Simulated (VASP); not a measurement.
Set up this calculation in VASP 6.6.1, as the native input.

| Item | Value |
| --- | --- |
| Task | single point |
| Functional | PBEsol |
| Potentials or basis | VASP PAW PBE potentials, release 64 (Mg, B) |
| Cutoff | 520 eV |
| k mesh | 10 × 10 × 8 |
| Occupations | fermi-dirac, width 0.05 eV |
| Spin | no spin polarisation |
| Dipole correction | no |
| Further INCAR settings | ALGO = Normal; EDIFF = 1e-06; NBANDS = 11 |

The structure of MgB2 lies in POSCAR:

```
MgB2
1.0
    3.0214293140      0.0000000000      0.0000000000
   -1.5107146570      2.6166345417      0.0000000000
    0.0000000000      0.0000000000      3.3797419428
Mg B
1 2
Direct
    0.0000000000      0.0000000000      0.0000000000
    0.6666666667      0.3333333333      0.5000000000
    0.3333333333      0.6666666667      0.5000000000
```

These files were run (other wordings do the same):

INCAR

```
PREC = Accurate ; ENCUT = 520
EDIFF = 1E-6 ; ISMEAR = -1
SIGMA = 0.05 ; LREAL = False
LASPH = True ; NELM = 60
ALGO = Normal ; ISIF = 2
LWAVE = False ; LCHARG = False
GGA = PS ; NBANDS = 11
```

KPOINTS

```
regular mesh
0
Gamma
  10 10 8
```

Potentials or basis: VASP PAW PBE potentials, release 64 (Mg, B).

Command:

```sh
$ cat potpaw_PBE.64/Mg/POTCAR potpaw_PBE.64/B/POTCAR > POTCAR
$ mpirun -np 1 vasp_std > vasp.out
```

It gave:

| Quantity | Value |
| --- | --- |
| Pressure | 10.1 GPa |
| Band gap on the k mesh | zero (band 4 reaches 7.09 eV, above the bottom of band 5 at 4.29 eV) |

Caveat: the PAW data sets were made with another functional, which shifts forces and pressure a little.

Run time: 42 s on 1 thread of AMD EPYC 7R13 (shared host), peak memory 0.12 GiB.
